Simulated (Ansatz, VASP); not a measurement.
# Hf in VASP and in Ansatz

File INCAR:

```
ALGO     = Normal         # electronic algorithm
EDIFF    = 1E-6           # SCF threshold, eV
ENCUT    = 520            # plane-wave cutoff, eV
GGA      = CA             # functional
ISIF     = 2              # what is computed and relaxed
ISMEAR   = 0              # smearing method
LASPH    = T              # aspherical terms in the spheres
LCHARG   = F              # write CHGCAR
LREAL    = F              # projectors in reciprocal space
LWAVE    = F              # write WAVECAR
NBANDS   = 17             # bands
NELM     = 60             # most SCF steps
PREC     = Accurate       # precision mode
SIGMA    = 0.05           # smearing width, eV
```

KPOINTS

```
k-points
0
Gamma
  16 16 8
```

File POSCAR:

```
Hf
1.0
    3.1203292020      0.0000000000      0.0000000000
   -1.5601646010      2.7022843571      0.0000000000
    0.0000000000      0.0000000000      4.9360919391
Hf
2
Direct
    0.3333333333      0.6666666667      0.7500000000
    0.6666666667      0.3333333333      0.2500000000
```

Input for Ansatz:

```yaml
crystal:
  lattice:
    - [3.120329202, 0.0, 0.0]
    - [-1.560164601, 2.7022843571, 0.0]
    - [0.0, 0.0, 4.9360919391]
  atoms:
    - { symbol: Hf, position: [0.3333333333, 0.6666666667, 0.75] }
    - { symbol: Hf, position: [0.6666666667, 0.3333333333, 0.25] }
basis:
  ecutwfc: 420
  ecutrho_ratio: 4
kpoints:
  mp_grid: { grid: [16, 16, 8] }
  band_path:
    path:
      - [[0.0, 0.0, 0.0], [0.5, 0.0, 0.0], [0.33333333, 0.33333333, 0.0], [0.0, 0.0, 0.0], [0.0, 0.0, 0.5], [0.5, 0.0, 0.5], [0.33333333, 0.33333333, 0.5], [0.0, 0.0, 0.5]]
      - [[0.5, 0.0, 0.5], [0.5, 0.0, 0.0]]
      - [[0.33333333, 0.33333333, 0.5], [0.33333333, 0.33333333, 0.0]]
    npoints: 14
hamiltonian:
  xc: lda
scf:
  occupations: { method: gaussian, width: 0.05 }
output:
  forces: true
  stress: true
  eigenvalues: true
  populations: true
  dos: { projected: true, de: 0.02, nscf_kmesh: { grid: [24, 24, 12] } }
  bader: true
```

Alike in both runs: task single point; functional LDA; k mesh 16 × 16 × 8; occupations gaussian, width 0.05 eV; no spin polarisation.

|  | VASP | Ansatz |
| --- | --- | --- |
| version | VASP 6.6.1 | Ansatz 0.2.0 |
| potentials or method | VASP PAW LDA potentials, release 64 (Hf_pv), cutoff 520 eV | scalar-relativistic, plane waves, PAW |
| valence electrons in the cell | 20 | 52 |

```tsv
	VASP	Ansatz	Ansatz less VASP
pressure (GPa)	0.1	0.0	-0.08
traceless stress, the component that is largest in VASP (GPa)	-0.05	-0.03	+0.026
```

LDA's correlation is that of Perdew and Zunger in VASP and of Perdew and Wang (1992) in Ansatz. VASP's potentials hold 20 valence electrons a cell and Ansatz's 52, so a difference there can come from the potentials and not from the codes.

Spin-orbit coupling is off throughout.
